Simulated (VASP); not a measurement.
A run of VASP 6.6.1 is set up as follows.

The input INCAR:

```
SYSTEM = B2C3
PREC = Accurate
ENCUT = 520
EDIFF = 1E-6
ISMEAR = 0
SIGMA = 0.1
LREAL = .False.
LASPH = .True.
NELM = 80
ALGO = Normal
ISIF = 2
LWAVE = .False.
LCHARG = .False.
GGA = PE
NBANDS = 17
```

The input KPOINTS:

```
regular mesh
0
Gamma
  6 6 4
  0 0 0
```

File POSCAR:

```
B2C3
1.0
    2.6033153962      0.0000000021      0.0000000000
   -1.3016576999      2.2545372662      0.0000000000
    0.0000000000      0.0000000000      5.2267466980
B C
2 3
Direct
    0.6666666667      0.3333333333      0.8526065029
    0.3333333333      0.6666666667      0.1473934971
    0.6666666667      0.3333333333      0.5488207237
    0.3333333333      0.6666666667      0.4511792763
    0.0000000000      0.0000000000      0.0000000000
```

Potentials or basis: VASP PAW PBE potentials, release 64 (B, C).

The run is started by

```sh
$ cat potpaw_PBE.64/B/POTCAR potpaw_PBE.64/C/POTCAR > POTCAR
$ mpirun -np 1 vasp_std > vasp.out
```

Predict the pressure.

0.3 GPa.

Estimate the largest force.

0.014 eV/Å.

Stress tensor (GPa, compression positive):
```
0.29 0.00 0.00
0.00 0.29 0.00
0.00 0.00 0.45
```

Caveat: the k points lie up to 0.46 Å⁻¹ apart.
